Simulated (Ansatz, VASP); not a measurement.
## In: VASP beside Ansatz

```
In
1.0
     2.53990   -4.30465    0.00000
     2.53990    4.30465    0.00000
     0.00000    0.00000    5.08655
In
4
Cartesian
  2.5399 2.9917 0.3993
  2.5399 -1.3129 2.1440
  2.5399 -2.9917 4.6873
  2.5399 1.3129 2.9426
```

Alike in both runs: task relaxation of cell and atoms; functional PBEsol; k mesh 4 × 4 × 4; occupations gaussian, width 0.1 eV; no spin polarisation.

```csv
,VASP,Ansatz
version,VASP 6.6.1,Ansatz 0.2.0
potentials or method,"VASP PAW PBE potentials, release 64 (In_d), cutoff 600 eV","scalar-relativistic, plane waves, PAW"
valence electrons in the cell,52,52
```

VASP gave:

* gap on the k mesh at the Fermi level, each at its own relaxed structure (eV): none
* relaxed volume (Å³/atom): 28.33
* relaxed cell length with the largest relative difference (Å): 5.085

Task: Which values does Ansatz return?

Result: gap on the k mesh at the Fermi level, each at its own relaxed structure (eV): none; relaxed volume (Å³/atom): 28.31; relaxed cell length with the largest relative difference (Å): 5.098.

VASP's potentials were made for PBE, not for PBEsol. A gap of «none» marks a metal or a gap that the smearing closes.
